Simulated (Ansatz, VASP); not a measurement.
# Ti in VASP and in Ansatz

```
CELL_PARAMETERS angstrom
-1.77228 1.77228 1.64100
1.77228 -1.77228 1.64100
1.77228 1.77228 -1.64100
ATOMIC_POSITIONS crystal
Ti 0.00000 0.00000 0.00000
```

Change from the starting cell: strain +0.080 along x and y, +0.000 along z, atoms carried along.

Alike in both runs: task single point; functional r2SCAN; k mesh 20 × 20 × 20; occupations gaussian, width 0.15 eV; no spin polarisation.

|  | VASP | Ansatz |
| --- | --- | --- |
| version | VASP 6.6.1 | Ansatz 0.2.0 |
| potentials or method | VASP PAW PBE potentials, release 64 (Ti_sv), cutoff 520 eV | scalar-relativistic, plane waves, PAW |
| valence electrons in the cell | 12 | 12 |

|  | VASP | Ansatz | Ansatz less VASP |
| --- | --- | --- | --- |
| gap on the k mesh at the Fermi level (eV) | none | none | - |
| pressure (GPa) | -14.4 | -14.7 | -0.24 |
| traceless stress, the component that is largest in VASP (GPa) | -1.31 | -1.32 | -0.009 |

VASP's potentials were made for PBE, not for r2SCAN. A gap of «none» marks a metal or a gap that the smearing closes. The functional is the same, so the differences come from potentials, cutoffs and numerics.
